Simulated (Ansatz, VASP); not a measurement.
Pb: VASP beside Ansatz

```
Pb
1.0
     3.40896    0.00000    0.00000
    -1.70448    2.95225    0.00000
     0.00000    0.00000    5.47589
Pb
2
Direct
  0.33333 0.66667 0.25000
  0.66667 0.33333 0.75000
```

Change from the starting cell: volume scaled by 0.94, PAW files.

Alike in both runs: task electric field gradients; functional PBEsol; k mesh 12 × 12 × 7; occupations fermi-dirac, width 0.05 eV; no spin polarisation.

|  | VASP | Ansatz |
| --- | --- | --- |
| version | VASP 6.6.1 | Ansatz 0.2.0 |
| potentials or method | VASP PAW PBE potentials, release 64 (Pb_d) | PAW with Ansatz's default frozen-core files, scalar-relativistic |
| plane-wave cutoff (eV) | 520 | 420 |
| valence electrons in the cell | 28 | 28 |

|  | VASP | Ansatz | Ansatz less VASP |
| --- | --- | --- | --- |
| pressure (GPa) | 4.5 | 4.6 | +0.08 |
| traceless stress, the component that is largest in VASP (GPa) | -0.45 | -0.47 | -0.020 |
| size of Vzz on the site where it differs most (V/Å²) | 1.3 | 0.5 | -0.78 |

VASP's potentials were made for PBE, not for PBEsol. The functional is the same, so the differences come from potentials, cutoffs and numerics.

Spin-orbit coupling is off throughout.
